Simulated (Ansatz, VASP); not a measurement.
PbS in VASP and in Ansatz

```
CELL_PARAMETERS angstrom
0.00000 2.97485 2.97485
2.97485 0.00000 2.97485
2.97485 2.97485 0.00000
ATOMIC_POSITIONS crystal
Pb 0.00000 0.00000 0.00000
S 0.50000 0.50000 0.50000
```

Change from the starting cell: volume scaled by 1.01, crystal datasets.

Alike in both runs: task electric field gradients; functional LDA; k mesh 7 × 7 × 7; occupations fermi-dirac, width 0.01 eV; no spin polarisation.

```csv
,VASP,Ansatz
version,VASP 6.6.1,Ansatz 0.2.0
potentials or method,"VASP PAW LDA potentials, release 64 (Pb_d, S), cutoff 520 eV","all-electron PAW with datasets made for the crystal, scalar-relativistic"
```

```csv
,VASP,Ansatz,Ansatz less VASP
pressure (GPa),-3.1,-3.1,-0.03
```

LDA's correlation is that of Perdew and Zunger in VASP and of Perdew and Wang (1992) in Ansatz. Ansatz ran all-electron here, and VASP with PAW potentials.

Spin-orbit coupling is off throughout.
